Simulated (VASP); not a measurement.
# MgZr2Au2 (I4/mmm) in VASP: further runs

Runs on MgZr2Au2. Level: PBE. Tasks: single point, relaxation of cell and atoms.

Everything below comes from runs of VASP 6.6.1. Logs are shortened: lines on timing, memory, paths and dates and some standing lists are left out, and cuts for length are marked.

## Step 1: The cell of the first run

The structure is tetragonal, space group I4/mmm (No. 139). Conventional cell: a = 4.202 Å, b = 4.202 Å, c = 12.908 Å, α = 90.00°, β = 90.00°, γ = 90.00°. Within 4.3 Å of Mg (site symmetry 4/mmm) lie 8 Au at 3.25 Å and 8 Zr at 3.85 Å and 4 Mg at 4.20 Å. Zr (site symmetry -4m2) has 4 Au at 2.84 Å and 4 Zr at 2.97 Å within 3.7 Å. Au (site symmetry 4mm) has 1 Au at 2.62 Å and 4 Zr at 2.84 Å and 4 Mg at 3.25 Å within 3.5 Å.

## Step 2: Single point, PBE

Input file INCAR:

```
ALGO = Normal ; EDIFF = 1E-6
ENCUT = 520 ; GGA = PE
ISIF = 2 ; ISMEAR = 0
LASPH = T ; LCHARG = F
LREAL = F ; LWAVE = F
NBANDS = 32 ; NELM = 80
PREC = Accurate ; SIGMA = 0.1
```

Input file KPOINTS:

```
k-points
0
Gamma
  6 6 6
```

Input file POSCAR:

```
MgZr2Au2
1.0
   -2.1010198605      2.1010198605      6.4540165705
    2.1010198605     -2.1010198605      6.4540165705
    2.1010198605      2.1010198605     -6.4540165705
Mg Zr Au
1 2 2
Direct
    0.0000000000      0.0000000000      0.0000000000
    0.2500000000      0.7500000000      0.5000000000
    0.7500000000      0.2500000000      0.5000000000
    0.6014156721      0.6014156721      0.0000000000
    0.3985843279      0.3985843279      0.0000000000
```

Potentials or basis: VASP PAW PBE potentials, release 64 (Mg, Zr_sv, Au).

The run is started by

```console
cat potpaw_PBE.64/Mg/POTCAR potpaw_PBE.64/Zr_sv/POTCAR potpaw_PBE.64/Au/POTCAR > POTCAR
mpirun -np 1 vasp_std > vasp.out
```

OUTCAR:

```text
EDIFF = 1E-6
   ENCUT = 520
   GGA = PE
   ISIF = 2
   ISMEAR = 0
   LASPH = T
   LREAL = F
   NELM = 80
   PREC = Accurate

 ion  position               nearest neighbor table
   1  0.000  0.000  0.000-   4 3.25   4 3.25   4 3.25   5 3.25   4 3.25   5 3.25   5 3.25   5 3.25

   2  0.250  0.750  0.500-   5 2.84   4 2.84   5 2.84   4 2.84   3 2.97   3 2.97   3 2.97   3 2.97

   3  0.750  0.250  0.500-   5 2.84   4 2.84   5 2.84   4 2.84   2 2.97   2 2.97   2 2.97   2 2.97

   4  0.601  0.601  0.000-   5 2.62   3 2.84   2 2.84   2 2.84   3 2.84   1 3.25   1 3.25   1 3.25
                             1 3.25
   5  0.399  0.399  0.000-   4 2.62   2 2.84   3 2.84   3 2.84   2 2.84   1 3.25   1 3.25   1 3.25
                             1 3.25

  LATTYP: Found a body centered tetragonal cell.
 ALAT       =     4.2020397210
 C/A-ratio  =     3.0718493870

  Lattice vectors:

 A1 = (  -2.1010198605,   2.1010198605,   6.4540165705)
 A2 = (   2.1010198605,  -2.1010198605,   6.4540165705)
 A3 = (   2.1010198605,   2.1010198605,  -6.4540165705)

Analysis of symmetry for initial positions (statically):
=====================================================================
 Subroutine PRICEL returns:
 Original cell was already a primitive cell.

 Routine SETGRP: Setting up the symmetry group for a
 body centered tetragonal supercell.

 Subroutine GETGRP returns: Found 16 space group operations
 (whereof 16 operations were pure point group operations)
 out of a pool of 16 trial point group operations.

The static configuration has the point symmetry D_4h.

Analysis of symmetry for dynamics (positions and initial velocities):
=====================================================================
 Subroutine PRICEL returns:
 Original cell was already a primitive cell.

 Routine SETGRP: Setting up the symmetry group for a
 body centered tetragonal supercell.

 Subroutine GETGRP returns: Found 16 space group operations
 (whereof 16 operations were pure point group operations)
 out of a pool of 16 trial point group operations.

The dynamic configuration has the point symmetry D_4h.

 Subroutine INISYM returns: Found 16 space group operations
 (whereof 16 operations are pure point group operations),
 and found     1 'primitive' translations

----------------------------------------------------------------------------------------

[... 99 lines left out ...]
   LREAL  =      F    real-space projection
   EDIFFG = 0.1E-04   stopping-criterion for IOM
   NSW    =      0    number of steps for IOM
   IBRION =     -1    ionic relax: 0-MD 1-quasi-New 2-CG
   NFREE  =      0    steps in history (QN), initial steepest desc. (CG)
   ISIF   =      2    stress and relaxation
   ISYM   =      2    0-nonsym 1-usesym 2-fastsym
   POTIM  = 0.5000    time-step for ionic-motion
   TEBEG  =    0.0;   TEEND  =   0.0 temperature during run
   PSTRESS=    0.0 pullay stress
   NELECT =      48.0000    total number of electrons
   NUPDOWN=      -1.0000    fix difference up-down
   EMIN   =  10.00;   EMAX   =-10.00  energy-range for DOS
   EFERMI =   0.00;   METHOD = LEGACY
   ISMEAR =     0;   SIGMA  =   0.10  broadening in eV -4-tet -1-fermi 0-gaus
   EFERMI_NEDOS =   21; number of points for ismear=-14 and -15
   IALGO  =     38    algorithm
   IMIX   =      4    mixing-type and parameters
     AMIX     =   0.40;   BMIX     =  1.00
     AMIX_MAG =   1.60;   BMIX_MAG =  1.00
  volume/ion in A,a.u.               =      22.79       153.81
  Fermi-wavevector in a.u.,A,eV,Ry     =   1.227171  2.319017 20.489679  1.505949
  Thomas-Fermi vector in A             =   2.362144
   LORBIT       =      0    0 simple, 1 ext, 2 COOP (PROOUT), +10 PAW based schemes
   GGA     = PE    functional components
   LHFCALC =     F    Hartree Fock is set to
   AEXX    =    0.0000 exact exchange contribution
   IVDW    =     0    specifies the selected vdW correction
   LEPSILON=     F    determine dielectric tensor
   LRPA    =     F    only Hartree local field effects (RPA)
 non-spin polarized calculation
 Gauss-broadening in eV      SIGMA  =   0.10
  energy-cutoff  :      520.00
  volume of cell :      113.96
 maximum number of plane-waves:      3083
 NGX is ok and might be reduce to    54
   NGX = 27   NGY = 27   NGZ = 27

 number of electron      48.0000001 magnetization

 Free energy of the ion-electron system (eV)
  ---------------------------------------------------
  ext. energy  EPLUGINS =         0.00000000
  ---------------------------------------------------
  free energy    TOTEN  =       -25.92184323 eV

  energy without entropy =      -25.90625100  energy(sigma->0) =      -25.91404712

 E-fermi :   6.9071     XC(G=0): -10.4840

 val. band max:        6.8488501535   @ k =  -0.3333  -0.3333   0.3333
 cond. band min:       6.9154219587   @ k =  -0.3333   0.3333   0.1667
 fundamental gap:      0.0665718052
 Fermi energy:         6.9070715603

 k-point     1 :       0.0000    0.0000    0.0000
  band No.  band energies     occupation
      1     -42.1753      2.00000
      2     -41.9546      2.00000
      3     -20.5245      2.00000
      4     -20.5245      2.00000
      5     -20.3400      2.00000
      6     -20.1003      2.00000
[... 829 lines left out ...]
     31      10.5620      0.00000
     32      11.2882      0.00000

 [... further k-points ...]

------------------------ aborting loop because EDIFF is reached ----------------------------------------

  FORCE on cell =-STRESS in cart. coord.  units (eV):
  Direction    XX          YY          ZZ          XY          YZ          ZX
  --------------------------------------------------------------------------------------
  -------------------------------------------------------------------------------------
  Total       -0.0770402     -0.0770402     -0.0006395      0.0000000     -0.0000000      0.0000000
  in kB       -1.0831231     -1.0831231     -0.0089915      0.0000000     -0.0000000      0.0000000
  external PRESSURE =      -0.7250792 kB  Pullay stress =       0.0000000 kB

 VOLUME and BASIS-vectors are now :
 -----------------------------------------------------------------------------
  energy-cutoff  :      520.00
  volume of cell :      113.96
      direct lattice vectors                 reciprocal lattice vectors
    -2.101019861  2.101019861  6.454016571     0.000000000  0.237979664  0.077471137
     2.101019861 -2.101019861  6.454016571     0.237979664  0.000000000  0.077471137
     2.101019861  2.101019861 -6.454016571     0.237979664  0.237979664  0.000000000

 POSITION                                       TOTAL-FORCE (eV/Angst)
 -----------------------------------------------------------------------------------
      0.00000      0.00000      0.00000         0.000000      0.000000      0.000000
      2.10102      0.00000      3.22701         0.000000      0.000000      0.000000
      0.00000      2.10102      3.22701         0.000000      0.000000      0.000000
      0.00000      0.00000      7.76309         0.000000      0.000000     -0.000727
      0.00000      0.00000      5.14494        -0.000000     -0.000000      0.000727
 -----------------------------------------------------------------------------------
    total drift:                               -0.000000      0.000000      0.000000

  FREE ENERGIE OF THE ION-ELECTRON SYSTEM (eV)
  ---------------------------------------------------
  free  energy   TOTEN  =       -25.9218432339 eV

  energy  without entropy=      -25.9062510027  energy(sigma->0) =      -25.91404712
```

Run time: 2.4 min. Hardware: 1 thread of Intel Xeon 6975P-C (Granite Rapids), shared host; peak memory 0.44 GiB.

What came out:

```yaml
Free_energy: -25.9218 eV
Pressure: -0.1 GPa
Band_gap_on_the_k_mesh: zero (bands 24 and 25 overlap by 1.21 eV)
```

Caveat: spin-orbit coupling is left out, which moves the levels of the heavy elements.

## Step 3: Relaxation of cell and atoms, PBE

This run uses another cell than the first one, of 17.24 Å³/atom.

Input file INCAR:

```
ALGO = Normal ; EDIFF = 1E-6
EDIFFG = -0.04 ; ENCUT = 600
GGA = PE ; IBRION = 2
ISIF = 3 ; ISMEAR = 0
LASPH = True ; LCHARG = False
LREAL = False ; LWAVE = False
NELM = 100 ; NSW = 90
PREC = Accurate ; SIGMA = 0.1
```

KPOINTS is that of step 2.

Input file POSCAR:

```
MgZr2Au2
1.0
   -2.0176162264      2.0176162264      5.2937455446
    2.0176162264     -2.0176162264      5.2937455446
    2.0176162264      2.0176162264     -5.2937455446
Mg Zr Au
1 2 2
Direct
    0.0000000000      0.0000000000      0.0000000000
    0.2500000000      0.7500000000      0.5000000000
    0.7500000000      0.2500000000      0.5000000000
    0.6260000000      0.6260000000      0.0000000000
    0.3740000000      0.3740000000      0.0000000000
```

Potentials or basis: VASP PAW PBE potentials, release 64 (Mg, Zr_sv, Au).

The run is started by

```console
cat potpaw_PBE.64/Mg/POTCAR potpaw_PBE.64/Zr_sv/POTCAR potpaw_PBE.64/Au/POTCAR > POTCAR
mpirun -np 1 vasp_std > vasp.out
```

OUTCAR:

```text
EDIFF = 1E-6
   EDIFFG = -0.04
   ENCUT = 600
   GGA = PE
   IBRION = 2
   ISIF = 3
   ISMEAR = 0
   LASPH = True
   LREAL = False
   NELM = 100
   NSW = 90
   PREC = Accurate

 ion  position               nearest neighbor table
   1  0.000  0.000  0.000-   4 3.15   4 3.15   4 3.15   5 3.15   4 3.15   5 3.15   5 3.15   5 3.15
                             2 3.33   3 3.33   2 3.33   3 3.33   3 3.33   3 3.33   2 3.33   2 3.33
   2  0.250  0.750  0.500-   5 2.41   4 2.41   5 2.41   4 2.41   3 2.85   3 2.85   3 2.85   3 2.85
                             1 3.33   1 3.33   1 3.33   1 3.33
   3  0.750  0.250  0.500-   5 2.41   4 2.41   5 2.41   4 2.41   2 2.85   2 2.85   2 2.85   2 2.85
                             1 3.33   1 3.33   1 3.33   1 3.33
   4  0.626  0.626  0.000-   2 2.41   3 2.41   2 2.41   3 2.41   5 2.67   1 3.15   1 3.15   1 3.15
                             1 3.15
   5  0.374  0.374  0.000-   2 2.41   3 2.41   2 2.41   3 2.41   4 2.67   1 3.15   1 3.15   1 3.15
                             1 3.15

  LATTYP: Found a body centered tetragonal cell.
 ALAT       =     4.0352324528
 C/A-ratio  =     2.6237623763

  Lattice vectors:

 A1 = (  -2.0176162264,   2.0176162264,   5.2937455446)
 A2 = (   2.0176162264,  -2.0176162264,   5.2937455446)
 A3 = (   2.0176162264,   2.0176162264,  -5.2937455446)

Analysis of symmetry for initial positions (statically):
=====================================================================
 Subroutine PRICEL returns:
 Original cell was already a primitive cell.

 Routine SETGRP: Setting up the symmetry group for a
 body centered tetragonal supercell.

[... 164 lines left out ...]

 number of electron      47.9999999 magnetization

 Free energy of the ion-electron system (eV)
  ---------------------------------------------------
  ext. energy  EPLUGINS =         0.00000000
  ---------------------------------------------------
  free energy    TOTEN  =       -19.30312028 eV

  energy without entropy =      -19.27883119  energy(sigma->0) =      -19.29097573

 E-fermi :  10.4795     XC(G=0): -11.7815

 val. band max:       10.4792216399   @ k =   0.3333   0.3333   0.1667
 cond. band min:      10.4808465931   @ k =   0.5000   0.5000   0.0000
 fundamental gap:      0.0016249532
 Fermi energy:        10.4795072871
[... 1607 lines left out ...]
  FREE ENERGIE OF THE ION-ELECTRON SYSTEM (eV)
  ---------------------------------------------------
  free  energy   TOTEN  =       -25.4269909019 eV

  energy  without entropy=      -25.3978574436  energy(sigma->0) =      -25.41242417

[... ionic steps 4 to 12 ...]

--------------------------------------- Ionic step       13  -------------------------------------------

 number of electron      48.0000001 magnetization

------------------------ aborting loop because EDIFF is reached ----------------------------------------
[... 73 lines left out ...]
--------------------------------------- Ionic step       15  -------------------------------------------

 number of electron      48.0000002 magnetization

 Free energy of the ion-electron system (eV)
  ---------------------------------------------------
  ext. energy  EPLUGINS =         0.00000000
  ---------------------------------------------------
  free energy    TOTEN  =       -25.91103485 eV

  energy without entropy =      -25.89625334  energy(sigma->0) =      -25.90364410

 E-fermi :   6.9310     XC(G=0): -10.4972

 val. band max:        6.8672009468   @ k =   0.5000   0.3333   0.0000
 cond. band min:       6.9350728265   @ k =  -0.3333  -0.3333   0.1667
 fundamental gap:      0.0678718797
 Fermi energy:         6.9309737257
[... 776 lines left out ...]
  FREE ENERGIE OF THE ION-ELECTRON SYSTEM (eV)
  ---------------------------------------------------
  free  energy   TOTEN  =       -25.9110348525 eV

  energy  without entropy=      -25.8962533385  energy(sigma->0) =      -25.90364410

 reached required accuracy - stopping structural energy minimisation
```

Wall time 15 min (1 thread of Intel Xeon 6975P-C (Granite Rapids), shared host); peak memory 0.41 GiB.

What came out:

| Item | Value |
| --- | --- |
| Free energy | -25.9110 eV |
| Relaxed volume | 22.73 Å³/atom |
| Relaxed cell | a = 7.129 Å, b = 7.129 Å, c = 7.129 Å, α = 145.86°, β = 145.86°, γ = 49.06° |
| Space group after relaxing (to 0.1 Å) | I4/mmm (No. 139) |
| Pressure after relaxing | 0.0 GPa |
| Band gap on the k mesh | zero (bands 24 and 25 overlap by 1.21 eV) |

Forces in eV/Å, atoms in the order of the input:
```
Mg   0.000  0.000  0.000
Zr   0.000  0.000  0.000
Zr   0.000  0.000  0.000
Au   0.000  0.000  0.003
Au   0.000  0.000 -0.003
```

Final structure:
```yaml
crystal:
  lattice:
    - [-2.09293, 2.09293, 6.48558]
    - [2.09293, -2.09293, 6.48558]
    - [2.09293, 2.09293, -6.48558]
  atoms:
    - { symbol: Mg, position: [0.00000, 0.00000, 0.00000] }
    - { symbol: Zr, position: [0.25000, 0.75000, 0.50000] }
    - { symbol: Zr, position: [0.75000, 0.25000, 0.50000] }
    - { symbol: Au, position: [0.60099, 0.60099, 0.00000] }
    - { symbol: Au, position: [0.39901, 0.39901, 0.00000] }
```

Levels at points of the mesh, in eV from the Fermi level:
```tsv
k point	band 20	band 21	band 22	band 23	band 24	band 25	band 26	band 27	band 28
(0.00, 0.00, 0.00)	-4.06	-3.11	-1.28	-0.58	-0.58	-0.56	1.40	3.11	3.51
(0.50, 0.00, 0.00)	-3.74	-3.14	-1.71	-0.51	0.35	0.74	1.05	1.33	1.77
(0.50, 0.50, 0.00)	-3.10	-2.33	-0.85	-0.68	-0.48	-0.35	0.09	0.40	0.88
(0.50, 0.50, 0.50)	-4.61	-2.53	-1.24	0.04	0.43	0.43	2.14	2.14	3.04
```

Caveat: the volume moved by over 15 % at a fixed basis, so the end points are rough; spin-orbit coupling is left out, which moves the levels of the heavy elements.

## Step 4: Single point, PBE

This run uses another cell than the first one, of 22.91 Å³/atom.

Input file INCAR:

```
PREC     = Accurate       # precision mode
ENCUT    = 520            # plane-wave cutoff, eV
EDIFF    = 1E-7           # SCF threshold, eV
ISMEAR   = 0              # smearing method
SIGMA    = 0.1            # smearing width, eV
LREAL    = False          # projectors in reciprocal space
LASPH    = True           # aspherical terms in the spheres
NELM     = 80             # most SCF steps
ALGO     = Fast           # electronic algorithm
ISIF     = 2              # what is computed and relaxed
LWAVE    = False          # write WAVECAR
LCHARG   = True           # write CHGCAR
GGA      = PE             # functional
LELF     = True           # ELF
LVHAR    = True         
NBANDS   = 32             # bands
```

Input file KPOINTS:

```
Automatic mesh
0
Gamma
  12 12 12
```

Input file POSCAR:

```
MgZr2Au2
1.0
   -2.1170341486      2.1170341486      6.3904173981
    2.1170341486     -2.1170341486      6.3904173981
    2.1170341486      2.1170341486     -6.3904173981
Mg Zr Au
1 2 2
Direct
    0.0000000000      0.0000000000      0.0000000000
    0.2500000000      0.7500000000      0.5000000000
    0.7500000000      0.2500000000      0.5000000000
    0.6021871160      0.6021871160      0.0000000000
    0.3978128840      0.3978128840      0.0000000000
```

The run is started by

```console
cat potpaw_PBE.64/Mg/POTCAR potpaw_PBE.64/Zr_sv/POTCAR potpaw_PBE.64/Au/POTCAR > POTCAR
mpirun -np 1 vasp_std > vasp.out
```

Run time: 25 min. Hardware: 1 thread of Intel Xeon 6975P-C (Granite Rapids), shared host; peak memory 0.83 GiB.

The run converged. Its results:

```yaml
Free_energy: -25.8978 eV
Pressure: -0.1 GPa
Largest_force: 0.005 eV/Å
Band_gap_on_the_k_mesh: zero (bands 24 and 25 overlap by 1.22 eV)
```

Forces in eV/Å, atoms in the order of the input:
```
Mg   0.000  0.000  0.000
Zr   0.000  0.000  0.000
Zr   0.000  0.000  0.000
Au   0.000  0.000 -0.005
Au   0.000  0.000  0.005
```

Levels at points of the mesh, in eV from the Fermi level:
```tsv
k point	band 22	band 23	band 24	band 25	band 26	band 27
(0.00, 0.00, 0.00)	-1.17	-0.61	-0.61	-0.43	1.65	3.04
(0.50, 0.00, 0.00)	-1.69	-0.44	0.44	0.67	1.02	1.30
(0.50, 0.50, 0.00)	-0.81	-0.64	-0.40	-0.31	0.12	0.37
(0.50, 0.50, 0.50)	-1.13	0.22	0.43	0.43	2.04	2.04
```

Caveat: spin-orbit coupling is left out, which moves the levels of the heavy elements.

## Step 5: The runs side by side

```tsv
task	cell	k mesh	cutoff (eV)	gap on the mesh (eV)	pressure (GPa)
single point	a = 7.105 Å, angles 145.6, 145.6, 49.4°, 5 atoms, atomic positions A	6 × 6 × 6	520	none	-0.1
relaxation of cell and atoms	relaxed from a = 6.014 Å, angles 140.8, 140.8, 56.6°, 5 atoms, atomic positions B	6 × 6 × 6	600	none	0.0
single point	a = 7.057 Å, angles 145.1, 145.1, 50.2°, 5 atoms, atomic positions C	12 × 12 × 12	520	none	-0.1
```

Alike in all rows: level PBE; potentials or basis VASP PAW PBE potentials, release 64 (Mg, Zr_sv, Au); no spin polarisation; smearing gaussian 0.1 eV.

Caveats: spin-orbit coupling is left out, which moves the levels of the heavy elements; the volume moved by over 15 % at a fixed basis, so the end points are rough (at least some runs).

Total energies depend on the potentials used, so only differences within one code and one set of settings carry meaning.

The gap in the log of VASP goes by the Fermi energy; the results here count the filled bands.